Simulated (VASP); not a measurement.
# Si2W (P6_222) in VASP: a series of runs, part 3 of 3

VASP 6.6.1. The steps go on from the part before.

**6. Single point, PBE**

This run uses another cell than the first one, of the same volume but with other edges.

Contents of INCAR:

```
SYSTEM = Si2W
PREC     = Accurate       ! precision mode
ENCUT    = 520            ! plane-wave cutoff, eV
EDIFF    = 1E-7           ! SCF threshold, eV
ISMEAR   = 0              ! smearing method
SIGMA    = 0.03           ! smearing width, eV
LREAL    = .False.        ! projectors in reciprocal space
LASPH    = .True.         ! aspherical terms in the spheres
NELM     = 60             ! most SCF steps
ALGO     = Normal         ! electronic algorithm
ISIF     = 2              ! what is computed and relaxed
LWAVE    = .False.        ! write WAVECAR
LCHARG   = .False.        ! write CHGCAR
GGA      = PE             ! functional
NBANDS   = 43             ! bands
```

Contents of KPOINTS:

```
regular mesh
0
Gamma
  9 9 6
  0 0 0
```

Contents of POSCAR:

```
Si2W
1.0
    4.5661651910      0.0000000000      0.0000000000
   -2.2830825955      3.9544150533      0.0000000000
    0.0000000000      0.0000000000      6.7880611730
Si W
6 3
Direct
    0.8175753463      0.6351506926      0.5000000000
    0.1824246537      0.8175753463      0.8333333333
    0.6351506926      0.8175753463      0.1666666667
    0.1824246537      0.3648493074      0.5000000000
    0.8175753463      0.1824246537      0.8333333333
    0.3648493074      0.1824246537      0.1666666667
    0.0000000000      0.5000000000      0.1666666667
    0.5000000000      0.5000000000      0.8333333333
    0.5000000000      0.0000000000      0.5000000000
```

Potentials or basis: VASP PAW PBE potentials, release 64 (Si, W_sv).

Started as:

```
cat potpaw_PBE.64/Si/POTCAR potpaw_PBE.64/W_sv/POTCAR > POTCAR
mpirun -np 1 vasp_std > vasp.out
```

OUTCAR:

```text
SYSTEM = Si2W
   PREC = Accurate
   ENCUT = 520
   EDIFF = 1E-7
   ISMEAR = 0
   LREAL = .False.
   LASPH = .True.
   NELM = 60
   ISIF = 2
   GGA = PE

 ion  position               nearest neighbor table
   1  0.818  0.635  0.500-   9 2.51   4 2.52   4 2.52   7 2.59   8 2.59   2 2.68   3 2.68   9 2.70
                             9 2.70   4 2.89   6 3.06   5 3.06
   2  0.182  0.818  0.833-   8 2.51   5 2.52   5 2.52   9 2.59   7 2.59   1 2.68   6 2.68   8 2.70
                             8 2.70   5 2.89   4 3.06   3 3.06
   3  0.635  0.818  0.167-   7 2.51   6 2.52   6 2.52   9 2.59   8 2.59   1 2.68   5 2.68   7 2.70
                             7 2.70   6 2.89   4 3.06   2 3.06
   4  0.182  0.365  0.500-   9 2.51   1 2.52   1 2.52   7 2.59   8 2.59   5 2.68   6 2.68   9 2.70
                             9 2.70   1 2.89   3 3.06   2 3.06
   5  0.818  0.182  0.833-   8 2.51   2 2.52   2 2.52   9 2.59   7 2.59   4 2.68   3 2.68   8 2.70
                             8 2.70   2 2.89   1 3.06   6 3.06
   6  0.365  0.182  0.167-   7 2.51   3 2.52   3 2.52   9 2.59   8 2.59   4 2.68   2 2.68   7 2.70
                             7 2.70   3 2.89   1 3.06   5 3.06
   7  0.000  0.500  0.167-   3 2.51   6 2.51   4 2.59   1 2.59   5 2.59   2 2.59   6 2.70   3 2.70
                             3 2.70   6 2.70   9 3.21   9 3.21   8 3.21   8 3.21
   8  0.500  0.500  0.833-   2 2.51   5 2.51   4 2.59   1 2.59   3 2.59   6 2.59   2 2.70   5 2.70
                             2 2.70   5 2.70   9 3.21   9 3.21   7 3.21   7 3.21
   9  0.500  0.000  0.500-   1 2.51   4 2.51   6 2.59   3 2.59   2 2.59   5 2.59   4 2.70   1 2.70
                             1 2.70   4 2.70   7 3.21   8 3.21   8 3.21   7 3.21

  LATTYP: Found a hexagonal cell.
 ALAT       =     4.5661651910
 C/A-ratio  =     1.4866000000

  Lattice vectors:

 A1 = (   4.5661651910,   0.0000000000,   0.0000000000)
 A2 = (  -2.2830825955,   3.9544150533,   0.0000000000)
 A3 = (   0.0000000000,   0.0000000000,   6.7880611730)

Analysis of symmetry for initial positions (statically):
=====================================================================
 Subroutine PRICEL returns:
 Original cell was already a primitive cell.

 Routine SETGRP: Setting up the symmetry group for a
[... 161 lines left out ...]
   GGA     = PE    functional components
   LHFCALC =     F    Hartree Fock is set to
   AEXX    =    0.0000 exact exchange contribution
   IVDW    =     0    specifies the selected vdW correction
   LEPSILON=     F    determine dielectric tensor
   LRPA    =     F    only Hartree local field effects (RPA)
 non-spin polarized calculation
 Gauss-broadening in eV      SIGMA  =   0.03
  energy-cutoff  :      520.00
  volume of cell :      122.57
 maximum number of plane-waves:      3338
 NGX is ok and might be reduce to    36

 number of electron      66.0000000 magnetization

 Free energy of the ion-electron system (eV)
  ---------------------------------------------------
  ext. energy  EPLUGINS =         0.00000000
  ---------------------------------------------------
  free energy    TOTEN  =       -72.72150158 eV

  energy without entropy =      -72.72150158  energy(sigma->0) =      -72.72150158

 E-fermi :  12.0236     XC(G=0): -12.4618

 val. band max:       11.8862448513   @ k =   0.4444   0.0000   0.5000
 cond. band min:      12.2925752718   @ k =   0.2222   0.1111   0.5000
 fundamental gap:      0.4063304205
 Fermi energy:        12.0235982005

 k-point     1 :       0.0000    0.0000    0.0000
  band No.  band energies     occupation
      1     -61.9626      2.00000
      2     -61.9512      2.00000
      3     -61.9512      2.00000
      4     -26.4184      2.00000
      5     -26.3950      2.00000
      6     -26.3950      2.00000
[... 1093 lines left out ...]
     42      14.9766      0.00000
     43      15.8671      0.00000

 [... further k-points ...]
[... 5 lines left out ...]
  --------------------------------------------------------------------------------------
  -------------------------------------------------------------------------------------
  Total        5.0472949      5.0472949     -1.6597961      0.0000000     -0.0000000      0.0000000
  in kB       65.9765570     65.9765570    -21.6963014      0.0000000     -0.0000000      0.0000000
  external PRESSURE =      36.7522708 kB  Pullay stress =       0.0000000 kB

 VOLUME and BASIS-vectors are now :
 -----------------------------------------------------------------------------
  energy-cutoff  :      520.00
  volume of cell :      122.57
      direct lattice vectors                 reciprocal lattice vectors
     4.566165191  0.000000000  0.000000000     0.219002151  0.126440951  0.000000000
    -2.283082595  3.954415053  0.000000000     0.000000000  0.252881902  0.000000000
     0.000000000  0.000000000  6.788061173     0.000000000  0.000000000  0.147317470

 POSITION                                       TOTAL-FORCE (eV/Angst)
 -----------------------------------------------------------------------------------
      2.28308      2.51165      3.39403         0.000000      2.311666     -0.000000
     -1.03361      3.23303      5.65672        -2.001961      1.155833     -0.000000
      1.03361      3.23303      1.13134         2.001961      1.155833     -0.000000
     -0.00000      1.44277      3.39403         0.000000     -2.311666     -0.000000
      3.31669      0.72138      5.65672         2.001961     -1.155833     -0.000000
      1.24947      0.72138      1.13134        -2.001961     -1.155833     -0.000000
     -1.14154      1.97721      1.13134         0.000000      0.000000      0.000000
      1.14154      1.97721      5.65672         0.000000      0.000000      0.000000
      2.28308      0.00000      3.39403         0.000000      0.000000     -0.000000
 -----------------------------------------------------------------------------------
    total drift:                               -0.000000     -0.000000      0.000000

  FREE ENERGIE OF THE ION-ELECTRON SYSTEM (eV)
  ---------------------------------------------------
  free  energy   TOTEN  =       -72.7215015798 eV

  energy  without entropy=      -72.7215015798  energy(sigma->0) =      -72.72150158
```

OSZICAR:

```text
N       E                     dE             d eps       ncg     rms          rms(c)
DAV:   1     0.637608403074E+03    0.63761E+03   -0.35073E+04  4296   0.157E+03
DAV:   2    -0.343641224787E+02   -0.67197E+03   -0.64882E+03  4423   0.449E+02
DAV:   3    -0.740443561704E+02   -0.39680E+02   -0.38188E+02  5176   0.990E+01
DAV:   4    -0.750770902647E+02   -0.10327E+01   -0.10219E+01  5080   0.148E+01
DAV:   5    -0.750956028325E+02   -0.18513E-01   -0.18465E-01  5144   0.217E+00    0.439E+01
DAV:   6    -0.730167626783E+02    0.20788E+01   -0.10465E+01  5035   0.159E+01    0.155E+01
DAV:   7    -0.727822327654E+02    0.23453E+00   -0.95179E-01  4826   0.387E+00    0.734E+00
DAV:   8    -0.727227389580E+02    0.59494E-01   -0.13629E-01  5039   0.205E+00    0.539E-01
DAV:   9    -0.727218869760E+02    0.85198E-03   -0.95337E-03  5360   0.406E-01    0.327E-01
DAV:  10    -0.727215838978E+02    0.30308E-03   -0.20753E-03  5140   0.283E-01    0.705E-02
DAV:  11    -0.727215051842E+02    0.78714E-04   -0.31460E-04  4944   0.983E-02    0.287E-02
DAV:  12    -0.727215039937E+02    0.11906E-05   -0.15344E-05  5193   0.196E-02    0.868E-03
DAV:  13    -0.727215017228E+02    0.22709E-05   -0.12178E-06  5080   0.629E-03    0.171E-03
DAV:  14    -0.727215016004E+02    0.12236E-06   -0.48129E-08  3099   0.134E-03    0.821E-04
DAV:  15    -0.727215015798E+02    0.20596E-07   -0.12160E-08  2519   0.795E-04
   1 F= -.72721502E+02 E0= -.72721502E+02  d E =-.164555E-12
```

stdout:

```text
POSCAR found type information on POSCAR SiW
 POSCAR found :  2 types and       9 ions
 scaLAPACK will be used
 LDA part: xc-table for (Slater+PW92), standard interpolation
 POSCAR, INCAR and KPOINTS ok, starting setup
 FFT: planning ... GRIDC
 FFT: planning ... GRID_SOFT
 FFT: planning ... GRID
 WAVECAR not read
 entering main loop
```

Run time: 5.7 min. Hardware: 1 thread of Intel Xeon 8259CL, shared host; peak memory 0.36 GiB.

Results:

| Item | Value |
| --- | --- |
| Free energy | -72.7215 eV |
| Pressure | 3.7 GPa |
| Largest force | 2.312 eV/Å |
| Band gap on the k mesh | 0.41 eV (least direct gap 0.80 eV) |

Forces in eV/Å, atoms in the order of the input:
```
Si   0.000  2.312  0.000
Si  -2.002  1.156  0.000
Si   2.002  1.156  0.000
Si   0.000 -2.312  0.000
Si   2.002 -1.156  0.000
Si  -2.002 -1.156  0.000
W    0.000  0.000  0.000
W    0.000  0.000  0.000
W    0.000  0.000  0.000
```

Caveat: the cell stands under pressure; spin-orbit coupling is left out, which moves the levels of the heavy elements; an odd mesh through Γ misses points on the zone boundary, where band edges can lie; forces of over 1 eV/Å act on the atoms, so gaps and moduli don't describe the material at rest.

**7. The runs side by side**

| cell | gap on the mesh (eV) | pressure (GPa) | largest force (eV/Å) |
| --- | --- | --- | --- |
| a = 4.520, b = 4.520, c = 6.928 Å, angles 90.0, 90.0, 120.0°, 9 atoms, atomic positions A | none | 8.3 | 5.18 |
| a = 4.691, b = 4.691, c = 6.432 Å, angles 90.0, 90.0, 120.0°, 9 atoms, atomic positions B | 0.26 | 5.5 | 2.10 |
| a = 4.744, b = 4.744, c = 6.287 Å, angles 90.0, 90.0, 120.0°, 9 atoms, atomic positions B | 0.11 | 7.5 | 2.03 |
| a = 4.543, b = 4.543, c = 6.858 Å, angles 90.0, 90.0, 120.0°, 9 atoms, atomic positions B | 0.39 | 3.8 | 2.36 |
| a = 4.566, b = 4.566, c = 6.788 Å, angles 90.0, 90.0, 120.0°, 9 atoms, atomic positions B | 0.41 | 3.7 | 2.31 |

Alike in all rows: task single point; level PBE; potentials or basis VASP PAW PBE potentials, release 64 (Si, W_sv); no spin polarisation; k mesh 9 × 9 × 6; cutoff (eV) 520; smearing gaussian 0.03 eV.

Caveats: the cell stands under pressure; spin-orbit coupling is left out, which moves the levels of the heavy elements; forces of over 1 eV/Å act on the atoms, so gaps and moduli don't describe the material at rest; an odd mesh through Γ misses points on the zone boundary, where band edges can lie (at least some runs).

Total energies depend on the potentials used, so only differences within one code and one set of settings carry meaning.
